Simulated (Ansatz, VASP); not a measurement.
## Two plane-wave programs on AlN

```
Al N
1.0
     0.00000    2.00893    2.00893
     2.00893    0.00000    2.00893
     2.00893    2.00893    0.00000
Al N
1 1
Direct
  0.00000 0.00000 0.00000
  0.50000 0.50000 0.50000
```

Alike in both runs: task single point; functional r2SCAN; k mesh 10 × 10 × 10; no spin polarisation.

|  | VASP | Ansatz |
| --- | --- | --- |
| version | VASP 6.6.1 | Ansatz 0.2.0 |
| potentials or method | VASP PAW PBE potentials, release 64 (Al, N), cutoff 660 eV | scalar-relativistic, plane waves, PAW |
| occupations | gaussian, width 0.01 eV | fixed |
| valence electrons in the cell | 8 | 8 |

|  | VASP | Ansatz | Ansatz less VASP |
| --- | --- | --- | --- |
| gap on the k mesh at the Fermi level (eV) | 5.68 | 5.67 | -0.005 |
| least direct gap on the mesh (eV) | 6.80 | 6.75 | -0.051 |
| pressure (GPa) | 3.5 | 4.2 | +0.71 |

VASP's potentials were made for PBE, not for r2SCAN.
